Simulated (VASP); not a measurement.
Set up this calculation in VASP 6.6.1, as the native input.

```yaml
Task: single point
Functional: LDA
Potentials_or_basis: VASP PAW LDA potentials, release 64 (C_h)
Cutoff: 1300 eV
k_mesh: 12 × 12 × 12
Occupations: gaussian, width 0.05 eV
Spin: no spin polarisation
Dipole_correction: no
Further_INCAR_settings: ALGO = Normal; EDIFF = 1e-06; NBANDS = 11
```

The structure of C lies in POSCAR:

```
C
1.0
    0.0000000000      1.7388150000      1.7834000000
    1.7388150000      0.0000000000      1.7834000000
    1.7388150000      1.7388150000      0.0000000000
C
2
Direct
    0.5000000000      0.5000000000      0.5000000000
    0.7500000000      0.7500000000      0.7500000000
```

This cell differs from its parent crystal: strain -0.0250 x Voigt [1, 1, 0, 0, 0, 0].

One way to write it, as run:

INCAR

```
SYSTEM = C
  PREC = Accurate
  ENCUT = 1300
  EDIFF = 1E-6
  ISMEAR = 0
  SIGMA = 0.05
  LREAL = .FALSE.
  LASPH = .TRUE.
  NELM = 120
  ALGO = Normal
  ISIF = 2
  LWAVE = .FALSE.
  LCHARG = .TRUE.
  LELF = .TRUE.
  LVHAR = .TRUE.
  NBANDS = 11
  GGA_COMPAT = .FALSE.
```

KPOINTS

```
Automatic mesh
0
G
  12 12 12
  0 0 0
```

Potentials or basis: VASP PAW LDA potentials, release 64 (C_h).

Run with:

```bash
$ cat potpaw_LDA.64/C_h/POTCAR > POTCAR
$ mpirun -np 1 vasp_std > vasp.out
```

Results of the run:

```json
{
  "Pressure": "11.2 GPa",
  "Band gap on the k mesh": "3.92 eV (least direct gap 5.45 eV)"
}
```

Caveat: the cell differs from its parent crystal (strain -0.0250 x Voigt [1, 1, 0, 0, 0, 0]); the stress differs along the axes, from -6 to 20 GPa.

It took 42 s on 1 thread of Intel(R) Xeon(R) Platinum 8488C (Sapphire Rapids) (shared host), peak memory 0.17 GiB.
